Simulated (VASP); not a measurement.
Crystal: Cd2SO.

```
Cd S O
1.0
    -2.26671    2.26671    3.85520
     2.26671   -2.26671    3.85520
     2.26671    2.26671   -3.85520
Cd S O
2 1 1
Direct
  0.73497 0.73497 0.00000
  0.26503 0.26503 0.00000
  0.50000 0.50000 0.00000
  0.00000 0.00000 0.00000
```

The cell was built from a structure type or drawn by symmetry, and may not be a known phase.

* Program: VASP 6.6.1
* Task: relaxation of cell and atoms
* Functional: PBE
* Potentials or basis: VASP PAW PBE potentials, release 64 (Cd, S, O)
* Cutoff: 600 eV
* k mesh: 6 × 6 × 6
* Occupations: gaussian, width 0.1 eV
* Spin: no spin polarisation

At the start: pressure 47.0 GPa; volume 19.81 Å³/atom.

Where does the relaxation end?

Over 26 steps the energy falls by 1774.7 meV/atom and the volume is 32.46 Å³/atom (+63.9 %); space group I4/mmm (No. 139, to 0.1 Å) before and after.

The path:
```csv
step,energy change (eV),largest force (eV/Å),pressure (GPa),volume (Å³)
1,0.0000,19.0756,47.02,79.23
2,-2.0253,1.7153,-6.71,152.78
3,-2.9678,1.5829,-4.90,142.20
4,-3.3964,1.5763,-4.22,136.16
5,-4.8659,2.6201,-1.28,111.96
6,-5.9303,3.8787,4.54,95.22
7,-6.0739,3.7958,12.47,87.13
8,-6.0666,4.1081,7.94,91.07
9,-6.0867,4.0780,8.93,90.06
10,-5.9062,0.8278,-6.22,106.89
11,-6.5067,0.6761,-0.46,96.59
12,-6.5103,0.8337,0.04,96.08
13,-6.5105,0.9089,0.28,95.84
14,-6.6715,0.6019,1.26,96.76
15,-6.7782,0.5481,4.59,98.24
16,-6.7883,0.1124,3.32,97.85
17,-6.7900,0.2416,3.72,97.98
18,-6.8851,0.7932,2.16,103.94
19,-6.9301,1.4484,0.69,111.91
20,-7.0369,0.7784,0.50,117.98
21,-7.0918,0.3776,0.52,127.32
22,-7.0926,0.2408,0.50,126.29
23,-7.0926,0.2799,0.50,126.59
24,-7.0963,0.1345,-0.28,129.81
25,-7.0965,0.1614,-0.13,129.19
26,-7.0986,0.0175,-0.02,129.84
```

Final structure:
```yaml
crystal:
  lattice:
    - [-2.76519, 2.76519, 4.24509]
    - [2.76519, -2.76519, 4.24509]
    - [2.76519, 2.76519, -4.24509]
  atoms:
    - { symbol: Cd, position: [0.77101, 0.77101, 0.00000] }
    - { symbol: Cd, position: [0.22899, 0.22899, 0.00000] }
    - { symbol: S, position: [0.50000, 0.50000, 0.00000] }
    - { symbol: O, position: [0.00000, 0.00000, 0.00000] }
```

Caveat: the volume moved by over 15 % at a fixed basis, so the end points are rough.
